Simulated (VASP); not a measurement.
# Cu3N (Pm-3m) in VASP: further runs

Aim: see how the results for Cu3N move with the level of theory and the settings. Levels: PBE, r2SCAN. Tasks: single point.

Everything below comes from runs of VASP 6.6.1. Logs are shortened: lines on timing, memory, paths and dates and some standing lists are left out, and cuts for length are marked.

## (1) The cell of the first run

The structure is cubic, space group Pm-3m (No. 221). The conventional cell has a = 3.790 Å, b = 3.790 Å, c = 3.790 Å, α = 90.00°, β = 90.00°, γ = 90.00°. Cu (site symmetry 4/mmm) has 2 N at 1.90 Å within 2.5 Å. Within 2.5 Å of N (site symmetry m-3m) lie 6 Cu at 1.90 Å.

## (2) Single point, PBE (volume changed by -3%)

The input, INCAR:

```
SYSTEM = Cu3N
PREC = Accurate
ENCUT = 600
EDIFF = 1E-6
ISMEAR = -1
SIGMA = 0.02
LREAL = .FALSE.
LASPH = .TRUE.
NELM = 120
ALGO = Normal
ISIF = 2
LWAVE = .FALSE.
LCHARG = .FALSE.
GGA = PE
NBANDS = 27
GGA_COMPAT = .FALSE.
```

The input, KPOINTS:

```
regular mesh
0
G
  6 6 6
  0 0 0
```

The input, POSCAR:

```
Cu3N
1.0
    3.7901647659      0.0000000000      0.0000000000
    0.0000000000      3.7901647659      0.0000000000
    0.0000000000      0.0000000000      3.7901647659
Cu N
3 1
Direct
    0.5000000000      0.0000000000      0.0000000000
    0.0000000000      0.5000000000      0.0000000000
    0.0000000000      0.0000000000      0.5000000000
    0.0000000000      0.0000000000      0.0000000000
```

Potentials or basis: VASP PAW PBE potentials, release 64 (Cu, N).

Started as:

```
$ cat potpaw_PBE.64/Cu/POTCAR potpaw_PBE.64/N/POTCAR > POTCAR
$ mpirun -np 1 vasp_std > vasp.out
```

OUTCAR:

```text
SYSTEM = Cu3N
   PREC = Accurate
   ENCUT = 600
   EDIFF = 1E-6
   ISMEAR = -1
   LREAL = .FALSE.
   LASPH = .TRUE.
   NELM = 120
   ISIF = 2
   GGA = PE

 ion  position               nearest neighbor table
   1  0.500  0.000  0.000-   4 1.90   4 1.90   2 2.68   3 2.68   2 2.68   2 2.68   3 2.68   3 2.68
                             3 2.68   2 2.68
   2  0.000  0.500  0.000-   4 1.90   4 1.90   1 2.68   3 2.68   1 2.68   3 2.68   3 2.68   3 2.68
                             1 2.68   1 2.68
   3  0.000  0.000  0.500-   4 1.90   4 1.90   1 2.68   1 2.68   2 2.68   2 2.68   2 2.68   2 2.68
                             1 2.68   1 2.68
   4  0.000  0.000  0.000-   1 1.90   2 1.90   3 1.90   3 1.90   2 1.90   1 1.90

  LATTYP: Found a simple cubic cell.
 ALAT       =     3.7901647659

  Lattice vectors:

 A1 = (   3.7901647659,   0.0000000000,   0.0000000000)
 A2 = (   0.0000000000,   3.7901647659,   0.0000000000)
 A3 = (   0.0000000000,   0.0000000000,   3.7901647659)

Analysis of symmetry for initial positions (statically):
=====================================================================
 Subroutine PRICEL returns:
 Original cell was already a primitive cell.

 Routine SETGRP: Setting up the symmetry group for a
 simple cubic supercell.

 Subroutine GETGRP returns: Found 48 space group operations
[... 9 lines left out ...]

 Routine SETGRP: Setting up the symmetry group for a
 simple cubic supercell.

 Subroutine GETGRP returns: Found 48 space group operations
[... 11 lines left out ...]
                                     Primitive cell

  volume of cell :      54.4470

  direct lattice vectors                    reciprocal lattice vectors
     3.790164766  0.000000000  0.000000000     0.263840773  0.000000000  0.000000000
     0.000000000  3.790164766  0.000000000     0.000000000  0.263840773  0.000000000
     0.000000000  0.000000000  3.790164766     0.000000000  0.000000000  0.263840773

  length of vectors
     3.790164766  3.790164766  3.790164766     0.263840773  0.263840773  0.263840773

  position of ions in fractional coordinates (direct lattice)
     0.500000000  0.000000000  0.000000000
     0.000000000  0.500000000  0.000000000
     0.000000000  0.000000000  0.500000000
     0.000000000  0.000000000  0.000000000

  ion indices of the primitive-cell ions
   primitive index   ion index
                 1           1
                 2           2
                 3           3
                 4           4

----------------------------------------------------------------------------------------

 KPOINTS: regular mesh

Automatic generation of k-mesh.
 Grid dimensions read from file:
 generate k-points for:    6    6    6

 Generating k-lattice:

  Cartesian coordinates                     Fractional coordinates (reciprocal lattice)
     0.043973462  0.000000000  0.000000000     0.166666667  0.000000000  0.000000000
     0.000000000  0.043973462  0.000000000     0.000000000  0.166666667  0.000000000
     0.000000000  0.000000000  0.043973462     0.000000000  0.000000000  0.166666667

  Length of vectors
     0.043973462  0.043973462  0.043973462

  Shift w.r.t. Gamma in fractional coordinates (k-lattice)
     0.000000000  0.000000000  0.000000000

 Subroutine IBZKPT returns following result:
 ===========================================

 Found     20 irreducible k-points:

 Following reciprocal coordinates:
            Coordinates               Weight
  0.000000  0.000000  0.000000      1.000000
  0.166667  0.000000  0.000000      6.000000
  0.333333  0.000000  0.000000      6.000000
  0.500000  0.000000  0.000000      3.000000
  0.166667  0.166667  0.000000     12.000000
  0.333333  0.166667  0.000000     24.000000
[... 12 lines left out ...]
  0.500000  0.500000  0.333333      6.000000
  0.500000  0.500000  0.500000      1.000000
   k-points           NKPTS =     20   k-points in BZ     NKDIM =     20   number of bands    NBANDS=     27
   number of dos      NEDOS =    301   number of ions     NIONS =      4
   total plane-waves  NPLWV =  27000
   dimension x,y,z NGX =    30 NGY =   30 NGZ =   30
   dimension x,y,z NGXF=    60 NGYF=   60 NGZF=   60
   ions per type =               3   1
   NGX,Y,Z   is equivalent  to a cutoff of  13.16, 13.16, 13.16 a.u.
   NGXF,Y,Z  is equivalent  to a cutoff of  26.32, 26.32, 26.32 a.u.
 SYSTEM =  Cu3N
   PREC   = accura    normal or accurate (medium, high low for compatibility)
   ISTART =      0    job   : 0-new  1-cont  2-samecut
   ICHARG =      2    charge: 1-file 2-atom 10-const
   ISPIN  =      1    spin polarized calculation?
   LNONCOLLINEAR =      F non collinear calculations
   LSORBIT =      F    spin-orbit coupling
   LASPH  =      T    aspherical Exc in radial PAW
   ENCUT  =  600.0 eV  44.10 Ry    6.64 a.u.   7.57  7.57  7.57*2*pi/ulx,y,z
   NELM   =    120;   NELMIN=  2; NELMDL= -5     # of ELM steps
   EDIFF  = 0.1E-05   stopping-criterion for ELM
   LREAL  =      F    real-space projection
   EDIFFG = 0.1E-04   stopping-criterion for IOM
   NSW    =      0    number of steps for IOM
   IBRION =     -1    ionic relax: 0-MD 1-quasi-New 2-CG
   NFREE  =      0    steps in history (QN), initial steepest desc. (CG)
   ISIF   =      2    stress and relaxation
   ISYM   =      2    0-nonsym 1-usesym 2-fastsym
   POTIM  = 0.5000    time-step for ionic-motion
   TEBEG  =    0.0;   TEEND  =   0.0 temperature during run
   PSTRESS=    0.0 pullay stress
   NELECT =      38.0000    total number of electrons
   NUPDOWN=      -1.0000    fix difference up-down
   EMIN   =  10.00;   EMAX   =-10.00  energy-range for DOS
   EFERMI =   0.00;   METHOD = LEGACY
   ISMEAR =    -1;   SIGMA  =   0.02  broadening in eV -4-tet -1-fermi 0-gaus
   EFERMI_NEDOS =   21; number of points for ismear=-14 and -15
   IALGO  =     38    algorithm
   IMIX   =      4    mixing-type and parameters
     AMIX     =   0.40;   BMIX     =  1.00
     AMIX_MAG =   1.60;   BMIX_MAG =  1.00
  volume/ion in A,a.u.               =      13.61        91.86
  Fermi-wavevector in a.u.,A,eV,Ry     =   1.452149  2.744164 28.691117  2.108738
  Thomas-Fermi vector in A             =   2.569565
   LORBIT       =      0    0 simple, 1 ext, 2 COOP (PROOUT), +10 PAW based schemes
   GGA     = PE    functional components
   LHFCALC =     F    Hartree Fock is set to
   AEXX    =    0.0000 exact exchange contribution
   IVDW    =     0    specifies the selected vdW correction
   LEPSILON=     F    determine dielectric tensor
   LRPA    =     F    only Hartree local field effects (RPA)
 non-spin polarized calculation
  energy-cutoff  :      600.00
  volume of cell :       54.45
 maximum number of plane-waves:      1856
   NGX = 15   NGY = 15   NGZ = 15

 number of electron      37.9999986 magnetization

 Free energy of the ion-electron system (eV)
  ---------------------------------------------------
  ext. energy  EPLUGINS =         0.00000000
  ---------------------------------------------------
  free energy    TOTEN  =       -18.35747343 eV

  energy without entropy =      -18.35733152  energy(sigma->0) =      -18.35740248

 E-fermi :   5.2043     XC(G=0): -10.8877

 val. band max:        5.1330542516   @ k =   0.5000   0.5000   0.5000
 cond. band min:       5.2755113165   @ k =   0.5000   0.5000   0.0000
 fundamental gap:      0.1424570650
 Fermi energy:         5.2042554038

 k-point     1 :       0.0000    0.0000    0.0000
  band No.  band energies     occupation
      1     -11.8670      2.00000
      2      -0.2348      2.00000
      3       0.2582      2.00000
      4       0.2582      2.00000
      5       0.2582      2.00000
      6       1.1681      2.00000
[... 19 lines left out ...]
     26      17.4933      0.00000
     27      17.4936      0.00000

 k-point     2 :       0.1667    0.0000    0.0000
  band No.  band energies     occupation
      1     -11.7662      2.00000
      2      -0.7927      2.00000
      3      -0.0090      2.00000
      4      -0.0090      2.00000
      5       0.1412      2.00000
      6       1.1966      2.00000
[... 19 lines left out ...]
     26      16.0750      0.00000
     27      16.4216      0.00000

 k-point     3 :       0.3333    0.0000    0.0000
  band No.  band energies     occupation
      1     -11.5496      2.00000
      2      -1.9870      2.00000
      3      -0.3462      2.00000
      4      -0.3462      2.00000
      5       0.6582      2.00000
      6       1.2574      2.00000
[... 19 lines left out ...]
     26      15.0394      0.00000
     27      15.0417      0.00000

 k-point     4 :       0.5000    0.0000    0.0000
  band No.  band energies     occupation
      1     -11.4323      2.00000
      2      -2.4898      2.00000
      3      -0.4750      2.00000
      4      -0.4750      2.00000
      5       1.1665      2.00000
      6       1.2900      2.00000
[... 19 lines left out ...]
     26      14.4580      0.00000
     27      14.4580      0.00000

 k-point     5 :       0.1667    0.1667    0.0000
  band No.  band energies     occupation
      1     -11.6650      2.00000
      2      -0.9105      2.00000
      3      -0.8133      2.00000
      4      -0.2141      2.00000
      5       0.3702      2.00000
      6       1.3282      2.00000
[... 19 lines left out ...]
     26      14.3157      0.00000
     27      15.7841      0.00000

 k-point     6 :       0.3333    0.1667    0.0000
  band No.  band energies     occupation
      1     -11.4473      2.00000
      2      -2.0262      2.00000
      3      -1.0270      2.00000
      4      -0.5076      2.00000
      5       0.8565      2.00000
      6       1.4401      2.00000
[... 324 lines left out ...]
      1     -10.8966      2.00000
      2      -2.2766      2.00000
      3      -2.2766      2.00000
      4      -2.2187      2.00000
      5       1.5780      2.00000
      6       1.8253      2.00000
[... 19 lines left out ...]
     26      13.6592      0.00000
     27      18.6317      0.00000

 k-point    18 :       0.5000    0.3333    0.3333
  band No.  band energies     occupation
      1     -10.7734      2.00000
      2      -2.6944      2.00000
      3      -2.3280      2.00000
      4      -2.2811      2.00000
      5       1.5669      2.00000
      6       1.9150      2.00000
[... 19 lines left out ...]
     26      13.4208      0.00000
     27      17.9377      0.00000

 k-point    19 :       0.5000    0.5000    0.3333
  band No.  band energies     occupation
      1     -10.6486      2.00000
      2      -2.7326      2.00000
      3      -2.7326      2.00000
      4      -2.3539      2.00000
      5       1.5047      2.00000
      6       2.0167      2.00000
[... 19 lines left out ...]
     26      13.2351      0.00000
     27      17.1062      0.00000

 k-point    20 :       0.5000    0.5000    0.5000
  band No.  band energies     occupation
      1     -10.5220      2.00000
      2      -2.7736      2.00000
      3      -2.7736      2.00000
      4      -2.7736      2.00000
      5       1.4255      2.00000
      6       2.0636      2.00000
[... 19 lines left out ...]
     26      13.2725      0.00000
     27      15.9766      0.00000

------------------------ aborting loop because EDIFF is reached ----------------------------------------

  FORCE on cell =-STRESS in cart. coord.  units (eV):
  Direction    XX          YY          ZZ          XY          YZ          ZX
  --------------------------------------------------------------------------------------
  -------------------------------------------------------------------------------------
  Total        1.5620356      1.5620356      1.5620356      0.0000000      0.0000000     -0.0000000
  in kB       45.9649960     45.9649960     45.9649960      0.0000000      0.0000000     -0.0000000
  external PRESSURE =      45.9649960 kB  Pullay stress =       0.0000000 kB

 VOLUME and BASIS-vectors are now :
 -----------------------------------------------------------------------------
  energy-cutoff  :      600.00
  volume of cell :       54.45
      direct lattice vectors                 reciprocal lattice vectors
     3.790164766  0.000000000  0.000000000     0.263840773  0.000000000  0.000000000
     0.000000000  3.790164766  0.000000000     0.000000000  0.263840773  0.000000000
     0.000000000  0.000000000  3.790164766     0.000000000  0.000000000  0.263840773

 POSITION                                       TOTAL-FORCE (eV/Angst)
 -----------------------------------------------------------------------------------
      1.89508      0.00000      0.00000         0.000000      0.000000      0.000000
      0.00000      1.89508      0.00000         0.000000      0.000000      0.000000
      0.00000      0.00000      1.89508         0.000000      0.000000      0.000000
      0.00000      0.00000      0.00000         0.000000      0.000000      0.000000
 -----------------------------------------------------------------------------------
    total drift:                                0.000000      0.000000      0.000000

  FREE ENERGIE OF THE ION-ELECTRON SYSTEM (eV)
  ---------------------------------------------------
  free  energy   TOTEN  =       -18.3574734340 eV

  energy  without entropy=      -18.3573315220  energy(sigma->0) =      -18.35740248
```

It took 16 s on 1 thread of Intel Xeon 6975P-C (Granite Rapids), shared host; peak memory 0.18 GiB.

What came out:

- Free energy: -18.3575 eV
- Pressure: 4.6 GPa
- Band gap on the k mesh: 0.14 eV, indirect (least direct gap 0.70 eV)

Levels at points of the mesh, in eV from the valence-band top:
```csv
k point,band 16,band 17,band 18,band 19,band 20,band 21,band 22,band 23
"(0.00, 0.00, 0.00)",-1.87,-1.87,-1.87,-1.83,1.05,5.36,5.36,6.63
"(0.50, 0.00, 0.00)",-2.23,-1.87,-1.44,-1.44,1.62,3.35,6.89,7.25
"(0.50, 0.50, 0.00)",-2.19,-1.10,-1.10,-0.70,0.14,3.64,4.87,4.87
"(0.50, 0.50, 0.50)",-1.91,0.00,0.00,0.00,0.76,0.76,0.76,6.13
```

(Part 1 of 2 ends here.)
